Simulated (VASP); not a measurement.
# TiAl3 (P4/mmm) in VASP: a series of runs

TiAl3 is run at these levels: LDA; tasks: single point.

Program: VASP 6.6.1. These are calculated values, not measurements. Logs are shortened: lines on timing, memory, paths and dates and some standing lists are left out, and cuts for length are marked.

## Step 1: The cell of the first run

Symmetry: P4/mmm, No. 123, tetragonal system. Conventional cell: a = 5.530 Å, b = 5.530 Å, c = 3.911 Å, α = 90.00°, β = 90.00°, γ = 90.00°. Ti (site symmetry mmm) has 12 Al at 2.77 Å within 3.6 Å. Al (site symmetry m2m) has 8 Al at 2.51 to 3.02 Å and 4 Ti at 2.77 Å within 3.3 Å. Al (site symmetry 4/mmm) has 8 Al at 2.64 Å and 4 Ti at 2.77 Å within 3.5 Å. Al (site symmetry 4/mmm) has 4 Ti at 2.77 Å and 8 Al at 2.90 Å within 3.6 Å.

## Step 2: Single point, LDA (atoms displaced along a vibrational mode)

INCAR reads:

```
ALGO     = Fast           # electronic algorithm
EDIFF    = 1E-6           # SCF threshold, eV
ENCUT    = 520            # plane-wave cutoff, eV
ISIF     = 2              # what is computed and relaxed
ISMEAR   = 0              # smearing method
LASPH    = True           # aspherical terms in the spheres
LCHARG   = False          # write CHGCAR
LREAL    = False          # projectors in reciprocal space
LWAVE    = False          # write WAVECAR
NBANDS   = 31             # bands
NELM     = 100            # most SCF steps
PREC     = Accurate       # precision mode
SIGMA    = 0.15           # smearing width, eV
```

KPOINTS reads:

```
k-points
0
Gamma
  10 8 8
```

POSCAR reads:

```
TiAl3
1.0
   -3.9105245017      0.0000000000      0.0000000000
    0.0000000000      3.9105245017      3.9105245017
    0.0000000000      3.9105245017     -3.9105245017
Ti Al
2 6
Direct
    0.0000000000      0.5000000000      0.5000000000
    0.0000000000      0.0000000000      0.0000000000
    0.5000000000      0.7269851845      0.7730148155
    0.5000000000      0.2730148155      0.2269851845
    0.5000000000      0.7269851845      0.2269851845
    0.5000000000      0.2730148155      0.7730148155
    0.0000000000      0.5000000000      0.0000000000
    0.0000000000      0.0000000000      0.5000000000
```

Potentials or basis: VASP PAW LDA potentials, release 64 (Ti_sv, Al).

The run is started by

```console
$ cat potpaw_LDA.64/Ti_sv/POTCAR potpaw_LDA.64/Al/POTCAR > POTCAR
$ mpirun -np 1 vasp_std > vasp.out
```

OUTCAR:

```text
EDIFF = 1E-6
   ENCUT = 520
   ISIF = 2
   ISMEAR = 0
   LASPH = True
   LREAL = False
   NELM = 100
   PREC = Accurate

 ion  position               nearest neighbor table
   1  0.000  0.500  0.500-   7 2.77   8 2.77   7 2.77   8 2.77   3 2.77   4 2.77   5 2.77   6 2.77
                             3 2.77   4 2.77   5 2.77   6 2.77
   2  0.000  0.000  0.000-   7 2.77   8 2.77   8 2.77   7 2.77   3 2.77   4 2.77   5 2.77   6 2.77
                             3 2.77   4 2.77   5 2.77   6 2.77
   3  0.500  0.727  0.773-   5 2.51   6 2.51   7 2.64   7 2.64   1 2.77   1 2.77   2 2.77   2 2.77
                             8 2.90   8 2.90   6 3.02   5 3.02
   4  0.500  0.273  0.227-   5 2.51   6 2.51   7 2.64   7 2.64   1 2.77   1 2.77   2 2.77   2 2.77
                             8 2.90   8 2.90   6 3.02   5 3.02
   5  0.500  0.727  0.227-   3 2.51   4 2.51   7 2.64   7 2.64   1 2.77   1 2.77   2 2.77   2 2.77
                             8 2.90   8 2.90   4 3.02   3 3.02
   6  0.500  0.273  0.773-   3 2.51   4 2.51   7 2.64   7 2.64   1 2.77   1 2.77   2 2.77   2 2.77
                             8 2.90   8 2.90   4 3.02   3 3.02
   7  0.000  0.500  0.000-   3 2.64   4 2.64   5 2.64   6 2.64   3 2.64   4 2.64   5 2.64   6 2.64
                             1 2.77   2 2.77   1 2.77   2 2.77
   8  0.000  0.000  0.500-   1 2.77   2 2.77   2 2.77   1 2.77   5 2.90   6 2.90   3 2.90   4 2.90
                             3 2.90   4 2.90   5 2.90   6 2.90

  LATTYP: Found a simple tetragonal cell.
 ALAT       =     5.5303167863
 C/A-ratio  =     0.7071067812

  Lattice vectors:

 A1 = (   0.0000000000,   3.9105245017,   3.9105245017)
 A2 = (   0.0000000000,   3.9105245017,  -3.9105245017)
 A3 = (  -3.9105245017,   0.0000000000,   0.0000000000)

Analysis of symmetry for initial positions (statically):
=====================================================================
 Subroutine PRICEL returns:
 Original cell was already a primitive cell.

 Routine SETGRP: Setting up the symmetry group for a
 simple tetragonal supercell.

 Subroutine GETGRP returns: Found 16 space group operations
 (whereof  8 operations were pure point group operations)
 out of a pool of 16 trial point group operations.

The static configuration has the point symmetry D_2h.
 The point group associated with its full space group is D_4h.

Analysis of symmetry for dynamics (positions and initial velocities):
=====================================================================
 Subroutine PRICEL returns:
 Original cell was already a primitive cell.

 Routine SETGRP: Setting up the symmetry group for a
 simple tetragonal supercell.

 Subroutine GETGRP returns: Found 16 space group operations
 (whereof  8 operations were pure point group operations)
 out of a pool of 16 trial point group operations.

The dynamic configuration has the point symmetry D_2h.
 The point group associated with its full space group is D_4h.

 Subroutine INISYM returns: Found 16 space group operations
 (whereof  8 operations are pure point group operations),
 and found     1 'primitive' translations

----------------------------------------------------------------------------------------

                                     Primitive cell

  volume of cell :     119.6011

  direct lattice vectors                    reciprocal lattice vectors
    -3.910524502  0.000000000  0.000000000    -0.255720172  0.000000000  0.000000000
     0.000000000  3.910524502  3.910524502     0.000000000  0.127860086  0.127860086
     0.000000000  3.910524502 -3.910524502     0.000000000  0.127860086 -0.127860086

  length of vectors
     3.910524502  5.530316786  5.530316786     0.255720172  0.180821468  0.180821468

  position of ions in fractional coordinates (direct lattice)
     0.000000000  0.500000000  0.500000000
     0.000000000  0.000000000  0.000000000
     0.500000000  0.726985185  0.773014815
     0.500000000  0.273014815  0.226985185
     0.500000000  0.726985185  0.226985185
     0.500000000  0.273014815  0.773014815
     0.000000000  0.500000000  0.000000000
     0.000000000  0.000000000  0.500000000

  ion indices of the primitive-cell ions
   primitive index   ion index
                 1           1
                 2           2
                 3           3
                 4           4
                 5           5
                 6           6
                 7           7
                 8           8

----------------------------------------------------------------------------------------

 KPOINTS: k-points

Automatic generation of k-mesh.
 Grid dimensions read from file:
 generate k-points for:   10    8    8

 Generating k-lattice:

  Cartesian coordinates                     Fractional coordinates (reciprocal lattice)
    -0.025572017  0.000000000  0.000000000     0.100000000  0.000000000  0.000000000
     0.000000000  0.015982511  0.015982511     0.000000000  0.125000000  0.000000000
     0.000000000  0.015982511 -0.015982511     0.000000000  0.000000000  0.125000000

  Length of vectors
     0.025572017  0.022602684  0.022602684

  Shift w.r.t. Gamma in fractional coordinates (k-lattice)
     0.000000000  0.000000000  0.000000000

 Subroutine IBZKPT returns following result:
 ===========================================

 Found     90 irreducible k-points:

 Following reciprocal coordinates:
            Coordinates               Weight
  0.000000  0.000000  0.000000      1.000000
  0.100000  0.000000  0.000000      2.000000
  0.200000  0.000000  0.000000      2.000000
  0.300000  0.000000  0.000000      2.000000
  0.400000  0.000000  0.000000      2.000000
  0.500000  0.000000  0.000000      1.000000
[... 16 lines left out ...]
  0.400000  0.375000  0.000000      8.000000
  0.500000  0.375000  0.000000      4.000000
 [... further k-points ...]
   k-points           NKPTS =     90   k-points in BZ     NKDIM =     90   number of bands    NBANDS=     31
   number of dos      NEDOS =    301   number of ions     NIONS =      8
   total plane-waves  NPLWV =  52920
   dimension x,y,z NGX =    30 NGY =   42 NGZ =   42
   dimension x,y,z NGXF=    60 NGYF=   84 NGZF=   84
   ions per type =               2   6
   NGX,Y,Z   is equivalent  to a cutoff of  12.75, 12.63, 12.63 a.u.
   NGXF,Y,Z  is equivalent  to a cutoff of  25.51, 25.25, 25.25 a.u.
 SYSTEM =  unknown system
   PREC   = accura    normal or accurate (medium, high low for compatibility)
   ISTART =      0    job   : 0-new  1-cont  2-samecut
   ICHARG =      2    charge: 1-file 2-atom 10-const
   ISPIN  =      1    spin polarized calculation?
   LNONCOLLINEAR =      F non collinear calculations
   LSORBIT =      F    spin-orbit coupling
   LASPH  =      T    aspherical Exc in radial PAW
   ENCUT  =  520.0 eV  38.22 Ry    6.18 a.u.   7.27 10.28 10.28*2*pi/ulx,y,z
   NELM   =    100;   NELMIN=  2; NELMDL= -5     # of ELM steps
   EDIFF  = 0.1E-05   stopping-criterion for ELM
   LREAL  =      F    real-space projection
   EDIFFG = 0.1E-04   stopping-criterion for IOM
   NSW    =      0    number of steps for IOM
   IBRION =     -1    ionic relax: 0-MD 1-quasi-New 2-CG
   NFREE  =      0    steps in history (QN), initial steepest desc. (CG)
   ISIF   =      2    stress and relaxation
   ISYM   =      2    0-nonsym 1-usesym 2-fastsym
   POTIM  = 0.5000    time-step for ionic-motion
   TEBEG  =    0.0;   TEEND  =   0.0 temperature during run
   PSTRESS=    0.0 pullay stress
   NELECT =      42.0000    total number of electrons
   NUPDOWN=      -1.0000    fix difference up-down
   EMIN   =  10.00;   EMAX   =-10.00  energy-range for DOS
   EFERMI =   0.00;   METHOD = LEGACY
   ISMEAR =     0;   SIGMA  =   0.15  broadening in eV -4-tet -1-fermi 0-gaus
   EFERMI_NEDOS =   21; number of points for ismear=-14 and -15
   IALGO  =     68    algorithm
   IMIX   =      4    mixing-type and parameters
     AMIX     =   0.40;   BMIX     =  1.00
     AMIX_MAG =   1.60;   BMIX_MAG =  1.00
  volume/ion in A,a.u.               =      14.95       100.89
  Fermi-wavevector in a.u.,A,eV,Ry     =   1.154994  2.182621 18.150311  1.334010
  Thomas-Fermi vector in A             =   2.291626
   LORBIT       =      0    0 simple, 1 ext, 2 COOP (PROOUT), +10 PAW based schemes
   GGA     = CA    functional components
   LHFCALC =     F    Hartree Fock is set to
   AEXX    =    0.0000 exact exchange contribution
   IVDW    =     0    specifies the selected vdW correction
   LEPSILON=     F    determine dielectric tensor
   LRPA    =     F    only Hartree local field effects (RPA)
 non-spin polarized calculation
 RMM-DIIS sequential band-by-band and
 Gauss-broadening in eV      SIGMA  =   0.15
  energy-cutoff  :      520.00
  volume of cell :      119.60
 maximum number of plane-waves:      3262
 NGX is ok and might be reduce to    30
   NGX = 15   NGY = 21   NGZ = 21

 number of electron      41.9999990 magnetization

 Free energy of the ion-electron system (eV)
  ---------------------------------------------------
  ext. energy  EPLUGINS =         0.00000000
  ---------------------------------------------------
  free energy    TOTEN  =       -44.80301881 eV

  energy without entropy =      -44.75972957  energy(sigma->0) =      -44.78137419

 E-fermi :   9.1932     XC(G=0): -11.1501

 val. band max:        9.1912452797   @ k =   0.5000   0.5000   0.1250
 cond. band min:       9.1973623191   @ k =   0.1000   0.1250   0.1250
 fundamental gap:      0.0061170394
 Fermi energy:         9.1932107927

 k-point     1 :       0.0000    0.0000    0.0000
  band No.  band energies     occupation
      1     -46.9520      2.00000
      2     -46.9499      2.00000
      3     -23.6689      2.00000
      4     -23.6689      2.00000
      5     -23.6593      2.00000
      6     -23.6558      2.00000
[... 23 lines left out ...]
     30      12.8683      0.00000
     31      14.2546      0.00000
[... 751 lines left out ...]
      1     -46.9503      2.00000
      2     -46.9495      2.00000
      3     -23.6820      2.00000
      4     -23.6795      2.00000
      5     -23.6623      2.00000
      6     -23.6617      2.00000
[... 23 lines left out ...]
     30      12.0350      0.00000
     31      12.7629      0.00000

 [... further k-points ...]

------------------------ aborting loop because EDIFF is reached ----------------------------------------

  FORCE on cell =-STRESS in cart. coord.  units (eV):
  Direction    XX          YY          ZZ          XY          YZ          ZX
  --------------------------------------------------------------------------------------
  -------------------------------------------------------------------------------------
  Total        0.9779736      2.5101891      2.5101891      0.0000000     -0.0000000      0.0000000
  in kB       13.1009473     33.6265251     33.6265251      0.0000000     -0.0000000      0.0000000
  external PRESSURE =      26.7846658 kB  Pullay stress =       0.0000000 kB

 VOLUME and BASIS-vectors are now :
 -----------------------------------------------------------------------------
  energy-cutoff  :      520.00
  volume of cell :      119.60
      direct lattice vectors                 reciprocal lattice vectors
    -3.910524502  0.000000000  0.000000000    -0.255720172  0.000000000  0.000000000
     0.000000000  3.910524502  3.910524502     0.000000000  0.127860086  0.127860086
     0.000000000  3.910524502 -3.910524502     0.000000000  0.127860086 -0.127860086

 POSITION                                       TOTAL-FORCE (eV/Angst)
 -----------------------------------------------------------------------------------
      0.00000      3.91052      0.00000        -0.000000      0.000000      0.000000
      0.00000      0.00000      0.00000        -0.000000      0.000000      0.000000
     -1.95526      5.86579     -0.18000         0.000000      0.000000      1.818467
     -1.95526      1.95526      0.18000        -0.000000      0.000000     -1.818467
     -1.95526      3.73052      1.95526         0.000000      1.818467      0.000000
     -1.95526      4.09052     -1.95526        -0.000000     -1.818467      0.000000
      0.00000      1.95526      1.95526        -0.000000      0.000000      0.000000
      0.00000      1.95526     -1.95526        -0.000000      0.000000      0.000000
 -----------------------------------------------------------------------------------
    total drift:                               -0.000000      0.000000     -0.000000

  FREE ENERGIE OF THE ION-ELECTRON SYSTEM (eV)
  ---------------------------------------------------
  free  energy   TOTEN  =       -44.8030188145 eV

  energy  without entropy=      -44.7597295724  energy(sigma->0) =      -44.78137419
```

Wall time 26 min (1 thread of Intel Xeon 8259CL, shared host); peak memory 0.38 GiB.

Results:

| Quantity | Value |
| --- | --- |
| Free energy | -44.8030 eV |
| Pressure | 2.7 GPa |
| Largest force | 1.818 eV/Å |
| Band gap on the k mesh | zero (bands 21 and 22 overlap by 0.54 eV) |

Forces in eV/Å, atoms in the order of the input:
```
Ti   0.000  0.000  0.000
Ti   0.000  0.000  0.000
Al   0.000  0.000  1.818
Al   0.000  0.000 -1.818
Al   0.000  1.818  0.000
Al   0.000 -1.818  0.000
Al   0.000  0.000  0.000
Al   0.000  0.000  0.000
```

Caveat: the cell differs from its parent crystal (atoms displaced along a vibrational mode); forces of over 1 eV/Å act on the atoms, so gaps and moduli don't describe the material at rest.

## Step 3: Single point, LDA (atoms displaced along a vibrational mode)

INCAR reads:

```
SYSTEM = TiAl3
ALGO     = Fast           ! electronic algorithm
EDIFF    = 1E-7           ! SCF threshold, eV
ENCUT    = 520            ! plane-wave cutoff, eV
ISIF     = 2              ! what is computed and relaxed
ISMEAR   = 0              ! smearing method
LASPH    = .True.         ! aspherical terms in the spheres
LCHARG   = .False.        ! write CHGCAR
LREAL    = .False.        ! projectors in reciprocal space
LWAVE    = .False.        ! write WAVECAR
NBANDS   = 31             ! bands
NELM     = 60             ! most SCF steps
PREC     = Accurate       ! precision mode
SIGMA    = 0.15           ! smearing width, eV
```

KPOINTS reads:

```
k-points
0
Gamma
  10 8 8
  0 0 0
```

POSCAR reads:

```
TiAl3
1.0
   -3.9105245017      0.0000000000      0.0000000000
    0.0000000000      3.9105245017      3.9105245017
    0.0000000000      3.9105245017     -3.9105245017
Ti Al
2 6
Direct
    0.0000000000      0.5000000000      0.5000000000
    0.0000000000      0.0000000000      0.0000000000
    0.5000000000      0.7315881476      0.7684118524
    0.5000000000      0.2684118524      0.2315881476
    0.5000000000      0.7315881476      0.2315881476
    0.5000000000      0.2684118524      0.7684118524
    0.0000000000      0.5000000000      0.0000000000
    0.0000000000      0.0000000000      0.5000000000
```

Potentials or basis: VASP PAW LDA potentials, release 64 (Ti_sv, Al).

The run is started by

```console
$ cat potpaw_LDA.64/Ti_sv/POTCAR potpaw_LDA.64/Al/POTCAR > POTCAR
$ mpirun -np 1 vasp_std > vasp.out
```

Run time: 40 min. Hardware: 1 thread of Intel Xeon 8259CL, shared host; peak memory 0.38 GiB.

Results (log left out):

* Free energy: -45.0337 eV
* Pressure: 1.8 GPa
* Largest force: 1.395 eV/Å
* Band gap on the k mesh: zero (bands 21 and 22 overlap by 0.70 eV)

Forces on the atoms (eV/Å):
```
Ti   0.000  0.000  0.000
Ti   0.000  0.000  0.000
Al   0.000  0.000  1.395
Al   0.000  0.000 -1.395
Al   0.000  1.395  0.000
Al   0.000 -1.395  0.000
Al   0.000  0.000  0.000
Al   0.000  0.000  0.000
```

Stress tensor (GPa, compression positive):
```
0.89 0.00 0.00
0.00 2.23 0.00
0.00 0.00 2.23
```

Levels at points of the mesh, in eV from the Fermi level:
```csv
k point,band 19,band 20,band 21,band 22,band 23,band 24
"(0.00, 0.00, 0.00)",-1.29,-1.29,0.04,0.17,0.20,0.20
"(0.50, 0.00, 0.00)",-2.22,-2.22,0.19,0.56,0.85,0.85
"(0.00, 0.50, 0.00)",-0.84,-0.71,-0.44,0.02,0.13,0.47
"(0.50, 0.50, 0.00)",-2.57,-2.24,-0.91,-0.15,1.06,1.09
"(0.00, 0.50, 0.50)",0.23,0.31,0.40,0.56,0.82,0.82
"(0.50, 0.50, 0.50)",-1.27,-0.94,0.14,0.94,0.94,1.13
```

Caveat: the cell differs from its parent crystal (atoms displaced along a vibrational mode); forces of over 1 eV/Å act on the atoms, so gaps and moduli don't describe the material at rest.
